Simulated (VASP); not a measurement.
AlCo, 2 atoms in the cell. It takes space group Pm-3m (No. 221, cubic). The conventional cell has a = 2.819 Å, b = 2.819 Å, c = 2.819 Å, α = 90.00°, β = 90.00°, γ = 90.00°. Within 3.2 Å of Al (site symmetry m-3m) lie 8 Co at 2.44 Å and 6 Al at 2.82 Å. Co (site symmetry m-3m) has 8 Al at 2.44 Å and 6 Co at 2.82 Å within 3.2 Å. 

| Quantity | Value |
| --- | --- |
| Program | VASP 6.6.1 |
| Task | relaxation of cell and atoms |
| Functional | r2SCAN |
| Potentials or basis | VASP PAW PBE potentials, release 64 (Al, Co) |
| Cutoff | 600 eV |
| k mesh | 14 × 14 × 14 |
| Occupations | fermi-dirac, width 0.1 eV |
| Spin | no spin polarisation |
| Dipole correction | no |
| Further INCAR settings | ALGO = Normal; EDIFF = 1e-06; IBRION = 2; EDIFFG = -0.002; NSW = 100; ISIF = 3 |

Potentials or basis: VASP PAW PBE potentials, release 64 (Al, Co).

Command:

```sh
$ cat potpaw_PBE.64/Al/POTCAR potpaw_PBE.64/Co/POTCAR > POTCAR
$ cp INCAR.step1 INCAR
$ mpirun -np 1 vasp_std > vasp.out
$ cp INCAR.step2 INCAR
$ mpirun -np 1 vasp_std > vasp.out
```

Hardware: 1 thread of Intel Xeon 6975P-C, on a shared host.

Problem. Estimate the wall time of this run.

Solution. Run time: 2.3 min on 1 thread of Intel Xeon 6975P-C (shared host), peak memory 0.18 GiB. Counts: k points 120, ion steps 4.
